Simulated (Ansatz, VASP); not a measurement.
# Two plane-wave programs on Be24NO

The input INCAR:

```
SYSTEM = Be24NO
PREC = Accurate
ENCUT = 520
EDIFF = 1E-6
ISMEAR = 0
SIGMA = 0.1
LREAL = .FALSE.
LASPH = .TRUE.
NELM = 200
ALGO = Normal
ISIF = 2
LWAVE = .FALSE.
LCHARG = .TRUE.
ISPIN = 2
MAGMOM = 0 0 0 0 0 0 0 0 0 0 0 0 0 0 0 0 0 0 0 0 0 0 0 0 1 0
LORBIT = 11
LDIPOL = .TRUE.
IDIPOL = 3
DIPOL = 0.5 0.5 0.295
GGA = PE
LVHAR = .TRUE.
LVACPOTAV = .TRUE.
NBANDS = 52
GGA_COMPAT = .FALSE.
NELMDL = -8
KPAR = 4
```

File KPOINTS:

```
Automatic mesh
0
G
  6 4 1
  0 0 0
```

The input POSCAR:

```
Be24NO
1.0
    4.5254381411      0.0000000000      0.0000000000
    0.0000000000      7.1336190820      0.0000000000
    0.0000000000      0.0000000000     22.3685529248
Be N O
24 1 1
Direct
    0.0000000000      0.3750000000      0.1788224752
    0.0000000000      0.8750000000      0.1788224752
    0.5000000000      0.3750000000      0.1788224752
    0.5000000000      0.8750000000      0.1788224752
    0.2500000000      0.1250000000      0.2080237711
    0.2500000000      0.6250000000      0.2080237711
    0.7500000000      0.1250000000      0.2080237711
    0.7500000000      0.6250000000      0.2080237711
    0.2500000000      0.3750000000      0.2664263628
    0.2500000000      0.8750000000      0.2664263628
    0.7500000000      0.3750000000      0.2664263628
    0.7500000000      0.8750000000      0.2664263628
    0.0000000000      0.1250000000      0.2903069137
    0.0000000000      0.6250000000      0.2903069137
    0.5000000000      0.1250000000      0.2903069137
    0.5000000000      0.6250000000      0.2903069137
    0.0000000000      0.3750000000      0.3546814205
    0.0000000000      0.8750000000      0.3546814205
    0.5000000000      0.3750000000      0.3546814205
    0.5000000000      0.8750000000      0.3546814205
    0.2500000000      0.1250000000      0.3741213369
    0.2500000000      0.6250000000      0.3741213369
    0.7500000000      0.1250000000      0.3741213369
    0.7500000000      0.6250000000      0.3741213369
    0.7500000000      0.4583333333      0.4827559906
    0.8849191768      0.5932525101      0.4964093759
```

Input for Ansatz:

```yaml
crystal:
  lattice:
    - [4.5254381411, 0.0, 0.0]
    - [0.0, 7.133619082, 0.0]
    - [0.0, 0.0, 22.3685529248]
  atoms:
    - { symbol: Be, position: [0.0, 0.375, 0.1788224752] }
    - { symbol: Be, position: [0.0, 0.875, 0.1788224752] }
    - { symbol: Be, position: [0.5, 0.375, 0.1788224752] }
    - { symbol: Be, position: [0.5, 0.875, 0.1788224752] }
    - { symbol: Be, position: [0.25, 0.125, 0.2080237711] }
    - { symbol: Be, position: [0.25, 0.625, 0.2080237711] }
    - { symbol: Be, position: [0.75, 0.125, 0.2080237711] }
    - { symbol: Be, position: [0.75, 0.625, 0.2080237711] }
    - { symbol: Be, position: [0.25, 0.375, 0.2664263628] }
    - { symbol: Be, position: [0.25, 0.875, 0.2664263628] }
    - { symbol: Be, position: [0.75, 0.375, 0.2664263628] }
    - { symbol: Be, position: [0.75, 0.875, 0.2664263628] }
    - { symbol: Be, position: [0.0, 0.125, 0.2903069137] }
    - { symbol: Be, position: [0.0, 0.625, 0.2903069137] }
    - { symbol: Be, position: [0.5, 0.125, 0.2903069137] }
    - { symbol: Be, position: [0.5, 0.625, 0.2903069137] }
    - { symbol: Be, position: [0.0, 0.375, 0.3546814205] }
    - { symbol: Be, position: [0.0, 0.875, 0.3546814205] }
    - { symbol: Be, position: [0.5, 0.375, 0.3546814205] }
    - { symbol: Be, position: [0.5, 0.875, 0.3546814205] }
    - { symbol: Be, position: [0.25, 0.125, 0.3741213369] }
    - { symbol: Be, position: [0.25, 0.625, 0.3741213369] }
    - { symbol: Be, position: [0.75, 0.125, 0.3741213369] }
    - { symbol: Be, position: [0.75, 0.625, 0.3741213369] }
    - { symbol: "N", position: [0.75, 0.4583333333, 0.4827559906], spin: 1.0 }
    - { symbol: O, position: [0.8849191768, 0.5932525101, 0.4964093759] }
basis:
  ecutwfc: 420
kpoints:
  mp_grid: { grid: [6, 4, 1] }
hamiltonian:
  xc: pbe
scf:
  occupations: { method: gaussian, width: 0.1 }
output:
  forces: true
  eigenvalues: true
  populations: true
magnetization:
  spin_polarized: true
efield:
  axis: 3
  dipole_correction: true
  ramp_width: 0.04
```

Alike in both runs: task single point; functional PBE; k mesh 6 × 4 × 1; occupations gaussian, width 0.1 eV; collinear spin.

```csv
,VASP,Ansatz
version,VASP 6.6.1,Ansatz 0.2.0
potentials or method,"VASP PAW PBE potentials, release 64 (Be, N, O), cutoff 520 eV","scalar-relativistic, plane waves, PAW"
valence electrons in the cell,59,59
```

VASP gave:

- gap on the k mesh at the Fermi level (eV): none
- rms of the force components (eV/Å): 0.243
- net moment per atom (μB): 0.01
- size of the moment on the site where the two differ most (μB): 0.06
- work function, face that differs most (eV): 4.59

**Question.** What did Ansatz give for the same quantities?

**Answer.** gap on the k mesh at the Fermi level (eV): none; rms of the force components (eV/Å): 0.319; net moment per atom (μB): 0.04; size of the moment on the site where the two differ most (μB): 0.17; work function, face that differs most (eV): 4.65.

Site moments also hang on the region over which each program counts them. Atom by atom the forces differ by 0.135 eV/Å (rms over components). A gap of «none» marks a metal or a gap that the smearing closes.

Noted on VASP's run: the standard files for N, O and F lose accuracy on very short bonds.
